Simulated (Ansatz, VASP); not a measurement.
KCr: VASP beside Ansatz

```
CELL_PARAMETERS angstrom
3.67580 0.00000 0.00000
0.00000 3.67580 0.00000
0.00000 0.00000 3.67580
ATOMIC_POSITIONS crystal
K 0.00000 0.00000 0.00000
Cr 0.50000 0.50000 0.50000
```

Alike in both runs: task relaxation of cell and atoms; functional PBE; k mesh 6 × 6 × 6; occupations gaussian, width 0.1 eV; collinear spin.

|  | VASP | Ansatz |
| --- | --- | --- |
| version | VASP 6.6.1 | Ansatz 0.2.0 |
| potentials or method | VASP PAW PBE potentials, release 64 (K_sv, Cr_pv), cutoff 600 eV | scalar-relativistic, plane waves, PAW |
| valence electrons in the cell | 21 | 23 |

```csv
,VASP,Ansatz,Ansatz less VASP
"gap on the k mesh at the Fermi level, each at its own relaxed structure (eV)",none,none,-
net moment per atom (μB),2.58,2.59,+0.002
size of the moment on the site where the two differ most (μB),4.25,4.69,+0.443
relaxed volume (Å³/atom),37.64,38.35,+0.707
relaxed cell length with the largest relative difference (Å),4.222,4.249,+0.0263
```

Site moments also hang on the region over which each program counts them. A gap of «none» marks a metal or a gap that the smearing closes. VASP's potentials hold 21 valence electrons a cell and Ansatz's 23, so a difference there can come from the potentials and not from the codes.

Noted on VASP's run: the volume moved by over 15 % at a fixed basis, so the end points are rough.
